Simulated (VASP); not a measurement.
# Pt (Fm-3m) in VASP: a series of runs, part 2 of 2

VASP 6.6.1. Earlier steps stand in the parts before.

## Step 3: Single point, PBE

INCAR reads:

```
PREC = Accurate
ENCUT = 520
EDIFF = 1E-7
ISMEAR = 0
SIGMA = 0.1
LREAL = F
LASPH = T
NELM = 100
ALGO = Normal
ISIF = 2
LWAVE = F
LCHARG = F
GGA = PE
NBANDS = 11
```

KPOINTS reads:

```
Automatic mesh
0
Gamma
  10 10 10
```

POSCAR reads:

```
Pt
1.0
    0.0000000000      1.9609000000      1.9609000000
    1.9609000000      0.0000000000      1.9609000000
    1.9609000000      1.9609000000      0.0000000000
Pt
1
Direct
    0.0000000000      0.0000000000      0.0000000000
```

Potentials or basis: VASP PAW PBE potentials, release 64 (Pt).

On the command line:

```bash
> cat potpaw_PBE.64/Pt/POTCAR > POTCAR
> mpirun -np 1 vasp_std > vasp.out
```

OUTCAR:

```text
PREC = Accurate
   ENCUT = 520
   EDIFF = 1E-7
   ISMEAR = 0
   LREAL = F
   LASPH = T
   NELM = 100
   ISIF = 2
   GGA = PE

 ion  position               nearest neighbor table
   1  0.000  0.000  0.000-

  LATTYP: Found a face centered cubic cell.
 ALAT       =     3.9218000000

  Lattice vectors:

 A1 = (   0.0000000000,   1.9609000000,   1.9609000000)
 A2 = (   1.9609000000,   0.0000000000,   1.9609000000)
 A3 = (   1.9609000000,   1.9609000000,   0.0000000000)

Analysis of symmetry for initial positions (statically):
=====================================================================
 Subroutine PRICEL returns:
 Original cell was already a primitive cell.

 Routine SETGRP: Setting up the symmetry group for a
 face centered cubic supercell.

 Subroutine GETGRP returns: Found 48 space group operations
 (whereof 48 operations were pure point group operations)
 out of a pool of 48 trial point group operations.

The static configuration has the point symmetry O_h .

Analysis of symmetry for dynamics (positions and initial velocities):
=====================================================================
 Subroutine PRICEL returns:
 Original cell was already a primitive cell.

 Routine SETGRP: Setting up the symmetry group for a
 face centered cubic supercell.

 Subroutine GETGRP returns: Found 48 space group operations
 (whereof 48 operations were pure point group operations)
 out of a pool of 48 trial point group operations.

The dynamic configuration has the point symmetry O_h .

 Subroutine INISYM returns: Found 48 space group operations
 (whereof 48 operations are pure point group operations),
 and found     1 'primitive' translations

----------------------------------------------------------------------------------------

                                     Primitive cell

  volume of cell :      15.0798

  direct lattice vectors                    reciprocal lattice vectors
     0.000000000  1.960900000  1.960900000    -0.254984956  0.254984956  0.254984956
     1.960900000  0.000000000  1.960900000     0.254984956 -0.254984956  0.254984956
     1.960900000  1.960900000  0.000000000     0.254984956  0.254984956 -0.254984956

  length of vectors
     2.773131374  2.773131374  2.773131374     0.441646899  0.441646899  0.441646899

  position of ions in fractional coordinates (direct lattice)
     0.000000000  0.000000000  0.000000000

  ion indices of the primitive-cell ions
   primitive index   ion index
                 1           1

----------------------------------------------------------------------------------------

 KPOINTS: Automatic mesh

Automatic generation of k-mesh.
 Grid dimensions read from file:
 generate k-points for:   10   10   10

 Generating k-lattice:

  Cartesian coordinates                     Fractional coordinates (reciprocal lattice)
    -0.025498496  0.025498496  0.025498496     0.100000000  0.000000000  0.000000000
     0.025498496 -0.025498496  0.025498496     0.000000000  0.100000000  0.000000000
     0.025498496  0.025498496 -0.025498496     0.000000000  0.000000000  0.100000000

  Length of vectors
     0.044164690  0.044164690  0.044164690

  Shift w.r.t. Gamma in fractional coordinates (k-lattice)
     0.000000000  0.000000000  0.000000000

 Subroutine IBZKPT returns following result:
 ===========================================

 Found     47 irreducible k-points:

 Following reciprocal coordinates:
            Coordinates               Weight
  0.000000  0.000000  0.000000      1.000000
  0.100000  0.000000  0.000000      8.000000
  0.200000  0.000000  0.000000      8.000000
  0.300000  0.000000  0.000000      8.000000
  0.400000  0.000000  0.000000      8.000000
  0.500000  0.000000  0.000000      4.000000
[... 16 lines left out ...]
  0.300000  0.300000  0.000000      6.000000
  0.400000  0.300000  0.000000     24.000000
 [... further k-points ...]
   k-points           NKPTS =     47   k-points in BZ     NKDIM =     47   number of bands    NBANDS=     11
   number of dos      NEDOS =    301   number of ions     NIONS =      1
   total plane-waves  NPLWV =  13824
   dimension x,y,z NGX =    24 NGY =   24 NGZ =   24
   dimension x,y,z NGXF=    48 NGYF=   48 NGZF=   48
   ions per type =               1
   NGX,Y,Z   is equivalent  to a cutoff of  14.39, 14.39, 14.39 a.u.
   NGXF,Y,Z  is equivalent  to a cutoff of  28.78, 28.78, 28.78 a.u.
 SYSTEM =  unknown system
   PREC   = accura    normal or accurate (medium, high low for compatibility)
   ISTART =      0    job   : 0-new  1-cont  2-samecut
   ICHARG =      2    charge: 1-file 2-atom 10-const
   ISPIN  =      1    spin polarized calculation?
   LNONCOLLINEAR =      F non collinear calculations
   LSORBIT =      F    spin-orbit coupling
   LASPH  =      T    aspherical Exc in radial PAW
   ENCUT  =  520.0 eV  38.22 Ry    6.18 a.u.   5.16  5.16  5.16*2*pi/ulx,y,z
   NELM   =    100;   NELMIN=  2; NELMDL= -5     # of ELM steps
   EDIFF  = 0.1E-06   stopping-criterion for ELM
   LREAL  =      F    real-space projection
   EDIFFG = 0.1E-05   stopping-criterion for IOM
   NSW    =      0    number of steps for IOM
   IBRION =     -1    ionic relax: 0-MD 1-quasi-New 2-CG
   NFREE  =      0    steps in history (QN), initial steepest desc. (CG)
   ISIF   =      2    stress and relaxation
   ISYM   =      2    0-nonsym 1-usesym 2-fastsym
   POTIM  = 0.5000    time-step for ionic-motion
   TEBEG  =    0.0;   TEEND  =   0.0 temperature during run
   PSTRESS=    0.0 pullay stress
   NELECT =      10.0000    total number of electrons
   NUPDOWN=      -1.0000    fix difference up-down
   EMIN   =  10.00;   EMAX   =-10.00  energy-range for DOS
   EFERMI =   0.00;   METHOD = LEGACY
   ISMEAR =     0;   SIGMA  =   0.10  broadening in eV -4-tet -1-fermi 0-gaus
   EFERMI_NEDOS =   21; number of points for ismear=-14 and -15
   IALGO  =     38    algorithm
   IMIX   =      4    mixing-type and parameters
     AMIX     =   0.40;   BMIX     =  1.00
     AMIX_MAG =   1.60;   BMIX_MAG =  1.00
  volume/ion in A,a.u.               =      15.08       101.76
  Fermi-wavevector in a.u.,A,eV,Ry     =   1.427609  2.697791 27.729605  2.038068
  Thomas-Fermi vector in A             =   2.547760
   LORBIT       =      0    0 simple, 1 ext, 2 COOP (PROOUT), +10 PAW based schemes
   GGA     = PE    functional components
   LHFCALC =     F    Hartree Fock is set to
   AEXX    =    0.0000 exact exchange contribution
   IVDW    =     0    specifies the selected vdW correction
   LEPSILON=     F    determine dielectric tensor
   LRPA    =     F    only Hartree local field effects (RPA)
 non-spin polarized calculation
 Gauss-broadening in eV      SIGMA  =   0.10
  energy-cutoff  :      520.00
  volume of cell :       15.08
 maximum number of plane-waves:       415
 NGX is ok and might be reduce to    24
   NGX = 11   NGY = 11   NGZ = 11

 number of electron      10.0000000 magnetization

 Free energy of the ion-electron system (eV)
  ---------------------------------------------------
  ext. energy  EPLUGINS =         0.00000000
  ---------------------------------------------------
  free energy    TOTEN  =        -6.07079530 eV

  energy without entropy =       -6.06493144  energy(sigma->0) =       -6.06786337

 E-fermi :  11.2797     XC(G=0): -13.4911

 val. band max:       11.2721650426   @ k =   0.5000   0.5000   0.0000
 cond. band min:      11.3088485949   @ k =   0.5000   0.0000   0.0000
 fundamental gap:      0.0366835523
 Fermi energy:        11.2796518601

 k-point     1 :       0.0000    0.0000    0.0000
  band No.  band energies     occupation
      1       1.0489      2.00000
      2       7.4807      2.00000
      3       7.4807      2.00000
      4       7.4807      2.00000
      5       9.6345      2.00000
      6       9.6345      2.00000
      7      25.9071      0.00000
      8      30.8715      0.00000
      9      30.8715      0.00000
     10      30.8715      0.00000
     11      36.2139      0.00000

 k-point     2 :       0.1000    0.0000    0.0000
  band No.  band energies     occupation
      1       1.4458      2.00000
      2       7.3134      2.00000
      3       7.6308      2.00000
      4       7.6308      2.00000
      5       9.5575      2.00000
      6       9.5575      2.00000
      7      26.5067      0.00000
      8      29.1056      0.00000
      9      31.4823      0.00000
     10      31.4823      0.00000
     11      37.8094      0.00000
[... 295 lines left out ...]
 k-point    24 :       0.4000    0.3000    0.0000
  band No.  band energies     occupation
      1       4.6601      2.00000
      2       5.2923      2.00000
      3       8.6533      2.00000
      4       9.9581      2.00000
      5      11.2078      1.69044
      6      11.4977      0.00205
      7      23.2633      0.00000
      8      25.5956      0.00000
      9      26.0682      0.00000
     10      31.1948      0.00000
     11      33.3511      0.00000

 [... further k-points ...]
[... 5 lines left out ...]
  --------------------------------------------------------------------------------------
  -------------------------------------------------------------------------------------
  Total        0.9085225      0.9085225      0.9085225      0.0000000      0.0000000     -0.0000000
  in kB       96.5272519     96.5272519     96.5272519      0.0000000      0.0000000     -0.0000000
  external PRESSURE =      96.5272519 kB  Pullay stress =       0.0000000 kB

 VOLUME and BASIS-vectors are now :
 -----------------------------------------------------------------------------
  energy-cutoff  :      520.00
  volume of cell :       15.08
      direct lattice vectors                 reciprocal lattice vectors
     0.000000000  1.960900000  1.960900000    -0.254984956  0.254984956  0.254984956
     1.960900000  0.000000000  1.960900000     0.254984956 -0.254984956  0.254984956
     1.960900000  1.960900000  0.000000000     0.254984956  0.254984956 -0.254984956

 POSITION                                       TOTAL-FORCE (eV/Angst)
 -----------------------------------------------------------------------------------
      0.00000      0.00000      0.00000         0.000000      0.000000      0.000000
 -----------------------------------------------------------------------------------
    total drift:                                0.000000      0.000000     -0.000000

  FREE ENERGIE OF THE ION-ELECTRON SYSTEM (eV)
  ---------------------------------------------------
  free  energy   TOTEN  =        -6.0707952966 eV

  energy  without entropy=       -6.0649314366  energy(sigma->0) =       -6.06786337
```

stdout:

```text
POSCAR found type information on POSCAR Pt
 POSCAR found :  1 types and       1 ions
 scaLAPACK will be used
 LDA part: xc-table for (Slater+PW92), standard interpolation
 POSCAR, INCAR and KPOINTS ok, starting setup
 FFT: planning ... GRIDC
 FFT: planning ... GRID_SOFT
 FFT: planning ... GRID
 WAVECAR not read
 entering main loop
```

It took 7.9 s on 1 thread of Intel Xeon Platinum 8259CL at 2.50GHz (Skylake/Cascade Lake), shared host; peak memory 0.14 GiB.

Results:

| Item | Value |
| --- | --- |
| Free energy | -6.0708 eV |
| Pressure | 9.7 GPa |
| Band gap on the k mesh | zero (band 5 reaches 11.77 eV, above the bottom of band 6 at 9.56 eV) |

Levels at points of the mesh, in eV from the Fermi level:
```csv
k point,band 2,band 3,band 4,band 5,band 6,band 7,band 8,band 9
"(0.00, 0.00, 0.00)",-3.80,-3.80,-3.80,-1.65,-1.65,14.63,19.59,19.59
"(0.50, 0.00, 0.00)",-3.87,-3.87,-0.49,0.03,0.03,5.83,14.19,18.97
"(0.50, 0.50, 0.00)",-6.63,-0.01,0.48,0.48,1.77,8.87,11.38,11.38
```

Caveat: spin-orbit coupling is left out, which moves the levels of the heavy elements.
